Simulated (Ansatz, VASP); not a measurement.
# One calculation of KHf3O2, two programs

```xyz
6
Lattice="4.7180 0.0000 0.0000 -2.3590 4.0859 0.0000 0.0000 0.0000 5.8586" Properties=species:S:1:pos:R:3 pbc="T T T"
K     2.3590    1.3620    0.0000
Hf    2.3590    1.3620    2.9293
Hf    0.0000    0.0000    0.0000
Hf    0.0000    0.0000    2.9293
O     0.0000    2.7239    1.3474
O     0.0000    2.7239    4.5112
```

Change from the starting cell: species swapped into the Gd2CoNi3 type (P-6m2, No. 187).

Alike in both runs: functional PBE; k mesh 6 × 6 × 4; occupations gaussian, width 0.1 eV; no spin polarisation.

Ansatz relaxed the structure, and its values are those at the end. VASP's run is a single point on that final structure, the one shown.

|  | VASP | Ansatz |
| --- | --- | --- |
| version | VASP 6.6.1 | Ansatz 0.2.0 |
| potentials or method | VASP PAW PBE potentials, release 64 (K_sv, Hf_pv, O), cutoff 520 eV | scalar-relativistic, plane waves, PAW |
| valence electrons in the cell | 51 | 99 |

Ansatz gave:

```
gap on the k mesh at the Fermi level (eV) : none
pressure (GPa)                            : -0.1
rms of the force components (eV/Å)        : 0.004
```

**Question.** Estimate VASP's values.

**Answer.** gap on the k mesh at the Fermi level (eV): none; pressure (GPa): -0.5; rms of the force components (eV/Å): 0.003.

A gap of «none» marks a metal or a gap that the smearing closes. VASP's potentials hold 51 valence electrons a cell and Ansatz's 99, so a difference there can come from the potentials and not from the codes.

Neither program's run includes spin-orbit coupling.
